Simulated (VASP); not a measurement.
Runs of VASP 6.6.1 on TiS2. Symmetry: P-3m1, No. 164, trigonal system. Conventional cell: a = 3.412 Å, b = 3.412 Å, c = 5.695 Å, α = 90.00°, β = 90.00°, γ = 120.00°. Within 3.2 Å of Ti (site symmetry -3m) lie 6 S at 2.43 Å. S (site symmetry 3m) has 3 Ti at 2.43 Å within 3.2 Å. 

| level | U | gap on the mesh (eV) | pressure (GPa) | largest force (eV/Å) |
| --- | --- | --- | --- | --- |
| PBE+U | Ti d U = 2.0 eV | (a) | 2.4 | 0.02 |
| PBE+U | Ti d U = 4.0 eV | 0.29 | 4.4 | 0.10 |
| PBE | - | none | (b) | 0.12 |
| PBE+U | Ti d U = 6.0 eV | 0.56 | 6.2 | 0.24 |

Alike in all rows: task single point; potentials or basis VASP PAW PBE potentials, release 64 (Ti_sv, S); no spin polarisation; cell as given; k mesh 6 × 6 × 4; cutoff (eV) 500; smearing gaussian 0.1 eV.

Problem. Fill in the values left out.

Solution. (a) 0.05; (b) 0.4.

A k mesh can miss the band edges.

A gap of «none» marks levels without a gap at the run's occupations.
